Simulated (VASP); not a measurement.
# Ti (Im-3m) in VASP: notebook

Aim: see how the results for Ti move with the level of theory and the settings. Levels: PBEsol-based global hybrid with 25 % exact exchange, PBE0. Tasks: relaxation of cell and atoms, single point.

Everything below comes from runs of VASP 6.6.1. Logs are shortened: lines on timing, memory, paths and dates and some standing lists are left out, and cuts for length are marked.

### Step 1. The cell of the first run

Symmetry: Im-3m, No. 229, cubic system. Conventional cell: a = 3.282 Å, b = 3.282 Å, c = 3.282 Å, α = 90.00°, β = 90.00°, γ = 90.00°. Ti (site symmetry m-3m) has 14 Ti at 2.84 to 3.28 Å within 3.7 Å.

This isn't the form of Ti at room conditions, which is hcp.

### Step 2. Relaxation of cell and atoms, PBEsol-based global hybrid with 25 % exact exchange

Input file POSCAR:

```
Ti
1.0
   -1.6410000000      1.6410000000      1.6410000000
    1.6410000000     -1.6410000000      1.6410000000
    1.6410000000      1.6410000000     -1.6410000000
Ti
1
Direct
    0.0000000000      0.0000000000      0.0000000000
```

Input file INCAR.step1:

```
SYSTEM = Ti
ALGO     = Normal         ! electronic algorithm
EDIFF    = 1E-5           ! SCF threshold, eV
ENCUT    = 600            ! plane-wave cutoff, eV
GGA      = PE             ! functional
ISMEAR   = -1             ! smearing method
LASPH    = .True.         ! aspherical terms in the spheres
LCHARG   = .False.        ! write CHGCAR
LREAL    = .False.        ! projectors in reciprocal space
LWAVE    = .True.         ! write WAVECAR
NBANDS   = 12             ! bands
NELM     = 100            ! most SCF steps
PREC     = Accurate       ! precision mode
SIGMA    = 0.05           ! smearing width, eV
```

Input file INCAR.step2:

```
SYSTEM = Ti
AEXX     = 0.25           ! exact-exchange fraction
ALGO     = Normal         ! electronic algorithm
EDIFF    = 1E-6           ! SCF threshold, eV
EDIFFG   = -0.01          ! ionic threshold
ENCUT    = 600            ! plane-wave cutoff, eV
GGA      = PS             ! functional
IBRION   = 2              ! ionic algorithm
ISIF     = 3              ! what is computed and relaxed
ISMEAR   = -1             ! smearing method
ISTART   = 1            
LASPH    = .True.         ! aspherical terms in the spheres
LCHARG   = .False.        ! write CHGCAR
LHFCALC  = .True.         ! exact exchange
LREAL    = .False.        ! projectors in reciprocal space
LWAVE    = .False.        ! write WAVECAR
NELM     = 100            ! most SCF steps
NSW      = 60             ! ionic steps
PREC     = Accurate       ! precision mode
PRECFOCK = Normal       
SIGMA    = 0.05           ! smearing width, eV
```

Input file KPOINTS:

```
k-points
0
Gamma
  6 6 6
  0 0 0
```

Potentials or basis: VASP PAW PBE potentials, release 64 (Ti_sv).

Run with:

```
> cat potpaw_PBE.64/Ti_sv/POTCAR > POTCAR
> cp INCAR.step1 INCAR
> mpirun -np 1 vasp_std > vasp.out
> cp INCAR.step2 INCAR
> mpirun -np 1 vasp_std > vasp.out
```

OUTCAR:

```text
SYSTEM = Ti
   AEXX = 0.25
   EDIFF = 1E-6
   EDIFFG = -0.01
   ENCUT = 600
   GGA = PS
   IBRION = 2
   ISIF = 3
   ISMEAR = -1
   ISTART = 1
   LASPH = .True.
   LHFCALC = .True.
   LREAL = .False.
   NELM = 100
   NSW = 60
   PREC = Accurate
   PRECFOCK = Normal

 ion  position               nearest neighbor table
   1  0.000  0.000  0.000-

  LATTYP: Found a body centered cubic cell.
 ALAT       =     3.2820000000

  Lattice vectors:

 A1 = (  -1.6410000000,   1.6410000000,   1.6410000000)
 A2 = (   1.6410000000,  -1.6410000000,   1.6410000000)
 A3 = (   1.6410000000,   1.6410000000,  -1.6410000000)

Analysis of symmetry for initial positions (statically):
=====================================================================
 Subroutine PRICEL returns:
 Original cell was already a primitive cell.

 Routine SETGRP: Setting up the symmetry group for a
 body centered cubic supercell.

 Subroutine GETGRP returns: Found 48 space group operations
 (whereof 48 operations were pure point group operations)
 out of a pool of 48 trial point group operations.

The static configuration has the point symmetry O_h .

Analysis of symmetry for dynamics (positions and initial velocities):
=====================================================================
 Subroutine PRICEL returns:
 Original cell was already a primitive cell.

 Routine SETGRP: Setting up the symmetry group for a
 body centered cubic supercell.

 Subroutine GETGRP returns: Found 48 space group operations
 (whereof 48 operations were pure point group operations)
 out of a pool of 48 trial point group operations.

The dynamic configuration has the point symmetry O_h .

 Subroutine INISYM returns: Found 48 space group operations
 (whereof 48 operations are pure point group operations),
 and found     1 'primitive' translations

----------------------------------------------------------------------------------------

                                     Primitive cell

  volume of cell :      17.6761

  direct lattice vectors                    reciprocal lattice vectors
    -1.641000000  1.641000000  1.641000000     0.000000000  0.304692261  0.304692261
     1.641000000 -1.641000000  1.641000000     0.304692261  0.000000000  0.304692261
     1.641000000  1.641000000 -1.641000000     0.304692261  0.304692261  0.000000000

  length of vectors
     2.842295375  2.842295375  2.842295375     0.430899928  0.430899928  0.430899928

  position of ions in fractional coordinates (direct lattice)
     0.000000000  0.000000000  0.000000000

  ion indices of the primitive-cell ions
   primitive index   ion index
                 1           1

----------------------------------------------------------------------------------------

 KPOINTS: k-points

Automatic generation of k-mesh.
 Grid dimensions read from file:
 generate k-points for:    6    6    6

 Generating k-lattice:

  Cartesian coordinates                     Fractional coordinates (reciprocal lattice)
     0.000000000  0.050782043  0.050782043     0.166666667  0.000000000  0.000000000
     0.050782043  0.000000000  0.050782043     0.000000000  0.166666667  0.000000000
     0.050782043  0.050782043  0.000000000     0.000000000  0.000000000  0.166666667

  Length of vectors
     0.071816655  0.071816655  0.071816655

  Shift w.r.t. Gamma in fractional coordinates (k-lattice)
     0.000000000  0.000000000  0.000000000

 Subroutine IBZKPT returns following result:
 ===========================================

 Found     16 irreducible k-points:

 Following reciprocal coordinates:
            Coordinates               Weight
  0.000000  0.000000  0.000000      1.000000
  0.166667  0.000000  0.000000     12.000000
  0.333333  0.000000  0.000000     12.000000
  0.500000  0.000000  0.000000      6.000000
  0.166667  0.166667  0.000000     24.000000
  0.333333  0.166667  0.000000     48.000000
[... 8 lines left out ...]
  0.500000  0.500000  0.333333     12.000000
  0.500000  0.500000  0.500000      1.000000
   k-points           NKPTS =     16   k-points in BZ     NKDIM =    216   number of bands    NBANDS=     10
   number of dos      NEDOS =    301   number of ions     NIONS =      1
   total plane-waves  NPLWV =  13824
   dimension x,y,z NGX =    24 NGY =   24 NGZ =   24
   dimension x,y,z NGXF=    48 NGYF=   48 NGZF=   48
   ions per type =               1
   NGX,Y,Z   is equivalent  to a cutoff of  14.04, 14.04, 14.04 a.u.
   NGXF,Y,Z  is equivalent  to a cutoff of  28.08, 28.08, 28.08 a.u.
 SYSTEM =  Ti
   PREC   = accura    normal or accurate (medium, high low for compatibility)
   ISTART =      1    job   : 0-new  1-cont  2-samecut
   ICHARG =      0    charge: 1-file 2-atom 10-const
   ISPIN  =      1    spin polarized calculation?
   LNONCOLLINEAR =      F non collinear calculations
   LSORBIT =      F    spin-orbit coupling
   LASPH  =      T    aspherical Exc in radial PAW
   ENCUT  =  600.0 eV  44.10 Ry    6.64 a.u.   5.68  5.68  5.68*2*pi/ulx,y,z
   NELM   =    100;   NELMIN=  2; NELMDL=  0     # of ELM steps
   EDIFF  = 0.1E-05   stopping-criterion for ELM
   LREAL  =      F    real-space projection
   EDIFFG = -.1E-01   stopping-criterion for IOM
   NSW    =     60    number of steps for IOM
   IBRION =      2    ionic relax: 0-MD 1-quasi-New 2-CG
   NFREE  =      1    steps in history (QN), initial steepest desc. (CG)
   ISIF   =      3    stress and relaxation
   ISYM   =      3    0-nonsym 1-usesym 2-fastsym
   POTIM  = 0.5000    time-step for ionic-motion
   TEBEG  =    0.0;   TEEND  =   0.0 temperature during run
   PSTRESS=    0.0 pullay stress
   NELECT =      12.0000    total number of electrons
   NUPDOWN=      -1.0000    fix difference up-down
   EMIN   =  10.00;   EMAX   =-10.00  energy-range for DOS
   EFERMI =   0.00;   METHOD = LEGACY
   ISMEAR =    -1;   SIGMA  =   0.05  broadening in eV -4-tet -1-fermi 0-gaus
   EFERMI_NEDOS =   21; number of points for ismear=-14 and -15
   IALGO  =     38    algorithm
   IMIX   =      1    mixing-type and parameters
     AMIX     =   0.40;   BMIX     =  1.00
     AMIX_MAG =   1.60;   BMIX_MAG =  1.00
  volume/ion in A,a.u.               =      17.68       119.28
  Fermi-wavevector in a.u.,A,eV,Ry     =   1.438821  2.718977 28.166848  2.070205
  Thomas-Fermi vector in A             =   2.557745
   LORBIT       =      0    0 simple, 1 ext, 2 COOP (PROOUT), +10 PAW based schemes
   GGA     = PS    functional components
   LHFCALC =     T    Hartree Fock is set to
   PRECFOCK=normal    Normal, Fast or Accurate (Low or Medium for compatibility)
   ENCUT4O =  -1.0   cutoff for four orbital integrals eV
   NKREDX  =     1    reduce k-point grid by
   NKREDY  =     1    reduce k-point grid by
   NKREDZ  =     1    reduce k-point grid by
   AEXX    =    0.2500 exact exchange contribution
   HFSCREEN=    0.0000 screening length (either q_TF or 0.3 A-1)
   HFSCREENC=   0.0000 screening length for correlation (either q_TF or 0.3 A-1)
   ENCUTFOCK=  -1.0 apply spherical cutoff to Coloumb kernel
   IVDW    =     0    specifies the selected vdW correction
   LEPSILON=     F    determine dielectric tensor
   LRPA    =     F    only Hartree local field effects (RPA)
 conjugate gradient relaxation of ions
 non-spin polarized calculation
  energy-cutoff  :      600.00
  volume of cell :       17.68
 maximum number of plane-waves:       603
  NGX = 18; NGY = 18; NGZ = 18

--------------------------------------- Ionic step        1  -------------------------------------------

 number of electron      12.0000001 magnetization

 Free energy of the ion-electron system (eV)
  ---------------------------------------------------
  ext. energy  EPLUGINS =         0.00000000
  ---------------------------------------------------
  free energy    TOTEN  =       -10.56718716 eV

  energy without entropy =      -10.55194949  energy(sigma->0) =      -10.55956833

------------------------ aborting loop because EDIFF is reached ----------------------------------------

  FORCE on cell =-STRESS in cart. coord.  units (eV):
  Direction    XX          YY          ZZ          XY          YZ          ZX
  --------------------------------------------------------------------------------------
  -------------------------------------------------------------------------------------
  Total       -0.6881916     -0.6881916     -0.6881916     -0.0000000      0.0000000      0.0000000
  in kB      -62.3783970    -62.3783970    -62.3783970     -0.0000000      0.0000000      0.0000000
  external PRESSURE =     -62.3783970 kB  Pullay stress =       0.0000000 kB

 VOLUME and BASIS-vectors are now :
 -----------------------------------------------------------------------------
  energy-cutoff  :      600.00
  volume of cell :       17.68
      direct lattice vectors                 reciprocal lattice vectors
    -1.641000000  1.641000000  1.641000000     0.000000000  0.304692261  0.304692261
     1.641000000 -1.641000000  1.641000000     0.304692261  0.000000000  0.304692261
     1.641000000  1.641000000 -1.641000000     0.304692261  0.304692261  0.000000000
[... 36 lines left out ...]
 POSITION                                       TOTAL-FORCE (eV/Angst)
 -----------------------------------------------------------------------------------
      0.00000      0.00000      0.00000        -0.000000      0.000000     -0.000000
 -----------------------------------------------------------------------------------
    total drift:                               -0.000000     -0.000000      0.000000

  FREE ENERGIE OF THE ION-ELECTRON SYSTEM (eV)
  ---------------------------------------------------
  free  energy   TOTEN  =       -10.5669825315 eV

  energy  without entropy=      -10.5517422431  energy(sigma->0) =      -10.55936239

--------------------------------------- Ionic step        3  -------------------------------------------

 number of electron      11.9999997 magnetization

 Free energy of the ion-electron system (eV)
  ---------------------------------------------------
  ext. energy  EPLUGINS =         0.00000000
  ---------------------------------------------------
  free energy    TOTEN  =       -10.58486294 eV

  energy without entropy =      -10.56962834  energy(sigma->0) =      -10.57724564

 E-fermi :   8.2995     XC(G=0):  -9.3045

 val. band max:        8.2869403936   @ k =   0.3333   0.1667   0.0000
 cond. band min:       8.8245259615   @ k =   0.3333   0.0000   0.0000
 fundamental gap:      0.5375855679
 Fermi energy:         8.2995054772

 k-point     1 :       0.0000    0.0000    0.0000
  band No.  band energies     occupation
      1     -53.4465      2.00000
      2     -27.6382      2.00000
      3     -27.6382      2.00000
      4     -27.6382      2.00000
      5       0.6108      2.00000
      6      10.3848      0.00000
      7      10.3848      0.00000
      8      10.3848      0.00000
      9      12.2753      0.00000
     10      12.2753      0.00000

 k-point     2 :       0.1667    0.0000    0.0000
  band No.  band energies     occupation
      1     -53.4065      2.00000
      2     -27.8499      2.00000
      3     -27.6991      2.00000
      4     -27.6400      2.00000
      5       1.6796      2.00000
      6       9.8678      0.00000
      7      10.0142      0.00000
      8      11.1147      0.00000
      9      11.9025      0.00000
     10      12.2838      0.00000
[... 202 lines left out ...]
 POSITION                                       TOTAL-FORCE (eV/Angst)
 -----------------------------------------------------------------------------------
      0.00000      0.00000      0.00000        -0.000000      0.000000     -0.000000
 -----------------------------------------------------------------------------------
    total drift:                               -0.000000     -0.000000      0.000000

  FREE ENERGIE OF THE ION-ELECTRON SYSTEM (eV)
  ---------------------------------------------------
  free  energy   TOTEN  =       -10.5848629418 eV

  energy  without entropy=      -10.5696283364  energy(sigma->0) =      -10.57724564

 reached required accuracy - stopping structural energy minimisation
```

Wall time 51 min (1 thread of Intel Xeon 8259CL, shared host); peak memory 0.16 GiB.

What came out:

```
Free energy                           : -10.5849 eV
Relaxed volume                        : 16.81 Å³/atom
Relaxed cell                          : a = 2.795 Å, b = 2.795 Å, c = 2.795 Å, α = 109.47°, β = 109.47°, γ = 109.47°
Space group after relaxing (to 0.1 Å) : Im-3m (No. 229)
Energy gained by relaxing             : 17.7 meV/atom
Ionic steps                           : 3
Pressure after relaxing               : 0.1 GPa
Band gap on the k mesh                : zero (bands 6 and 7 overlap by 3.32 eV)
```

Step by step:
```tsv
step	energy change (eV)	largest force (eV/Å)	pressure (GPa)	volume (Å³)
1	0.0000	0.0000	-6.24	17.68
2	0.0002	0.0000	7.13	15.97
3	-0.0177	0.0000	0.05	16.81
```

Final structure:
```xyz
1
Lattice="-1.6137 1.6137 1.6137 1.6137 -1.6137 1.6137 1.6137 1.6137 -1.6137" Properties=species:S:1:pos:R:3 pbc="T T T"
Ti    0.0000    0.0000    0.0000
```

Caveat: the k points lie up to 0.46 Å⁻¹ apart in the final cell, too coarse for converged energies and pressures of a metal; the PAW data sets were made with another functional, which shifts forces and pressure a little.

### Step 3. Single point, PBE0

This run uses another cell than the first one, of 16.62 Å³/atom.

Input file POSCAR:

```
Ti
1.0
   -1.6075008044      1.6075008044      1.6075008044
    1.6075008044     -1.6075008044      1.6075008044
    1.6075008044      1.6075008044     -1.6075008044
Ti
1
Direct
    0.0000000000      0.0000000000      0.0000000000
```

Input file INCAR.step1:

```
SYSTEM = Ti
PREC = Accurate
ENCUT = 520
EDIFF = 1E-5
ISMEAR = -1
SIGMA = 0.05
LREAL = .False.
LASPH = .True.
NELM = 60
ALGO = Normal
ISIF = 2
LWAVE = .True.
GGA = PE
NBANDS = 12
```

Input file INCAR.step2:

```
SYSTEM = Ti
PREC = Accurate
ENCUT = 520
EDIFF = 1E-6
ISMEAR = -1
SIGMA = 0.05
LREAL = .False.
LASPH = .True.
NELM = 60
ALGO = Normal
ISIF = 2
LWAVE = .False.
LCHARG = .True.
GGA = PE
LHFCALC = .True.
AEXX = 0.25
PRECFOCK = Normal
LELF = .True.
LVHAR = .True.
ISTART = 1
NBANDS = 12
```

Input file KPOINTS:

```
regular mesh
0
Gamma
  8 8 8
  0 0 0
```

Potentials or basis: VASP PAW PBE potentials, release 64 (Ti_sv).

Run with:

```
> cat potpaw_PBE.64/Ti_sv/POTCAR > POTCAR
> cp INCAR.step1 INCAR
> mpirun -np 1 vasp_std > vasp.out
> cp INCAR.step2 INCAR
> mpirun -np 1 vasp_std > vasp.out
```

Run time: 38 min. Hardware: 1 thread of Intel Xeon Platinum 8259CL at 2.50GHz (Skylake/Cascade Lake), shared host; peak memory 0.16 GiB.

The run converged. Its results:

```
Free energy            : -10.2245 eV
Pressure               : 1.9 GPa
Band gap on the k mesh : zero (bands 6 and 7 overlap by 3.40 eV)
```

Levels at points of the mesh, in eV from the Fermi level:
```csv
k point,band 4,band 5,band 6,band 7,band 8,band 9
"(0.00, 0.00, 0.00)",-35.87,-7.72,2.14,2.14,2.14,4.13
"(0.50, 0.00, 0.00)",-35.87,-3.52,-0.61,1.40,4.11,4.45
"(0.50, 0.50, 0.50)",-36.42,-3.21,-3.21,5.51,5.51,5.51
```

Caveat: the PAW data sets were made with another functional, which shifts forces and pressure a little.

The gap in the log of VASP goes by the Fermi energy; the results here count the filled bands.